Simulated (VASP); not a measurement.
Input of a VASP 6.6.1 run:

Contents of POSCAR:

```
Li2S
1.0
    0.0000000000      2.8445000000      2.8445000000
    2.8445000000      0.0000000000      2.8445000000
    2.8445000000      2.8445000000      0.0000000000
Li S
2 1
Direct
    0.2500000000      0.2500000000      0.2500000000
    0.7500000000      0.7500000000      0.7500000000
    0.0000000000      0.0000000000      0.0000000000
```

INCAR.step1

```
  ALGO = Normal
  EDIFF = 1E-5
  ENCUT = 830
  GGA = PE
  GGA_COMPAT = F
  ISMEAR = -1
  LASPH = T
  LCHARG = F
  LREAL = F
  LWAVE = T
  NBANDS = 13
  NELM = 120
  PREC = Accurate
  SIGMA = 0.02
```

Contents of INCAR.step2:

```
  ALGO = Normal
  EDIFF = 1E-6
  ENCUT = 830
  GGA_COMPAT = F
  ISIF = 2
  ISMEAR = -1
  ISTART = 1
  LASPH = T
  LCHARG = T
  LELF = T
  LMIXTAU = T
  LREAL = F
  LVHAR = T
  LWAVE = F
  METAGGA = R2SCAN
  NBANDS = 13
  NELM = 120
  PREC = Accurate
  SIGMA = 0.02
```

KPOINTS

```
k-points
0
Gamma
  8 8 8
```

Potentials or basis: VASP PAW PBE potentials, release 64 (Li_sv, S).

The run is started by

```sh
$ cat potpaw_PBE.64/Li_sv/POTCAR potpaw_PBE.64/S/POTCAR > POTCAR
$ cp INCAR.step1 INCAR
$ mpirun -np 1 vasp_std > vasp.out
$ cp INCAR.step2 INCAR
$ mpirun -np 1 vasp_std > vasp.out
```

Problem. What does it give for the band gap on the k mesh?

Solution. 3.86 eV, indirect (least direct gap 5.06 eV).

Problem. Predict the pressure.

Solution. -0.2 GPa.

Caveat: the PAW data sets were made with another functional, which shifts forces and pressure a little. A k mesh can miss the band edges.
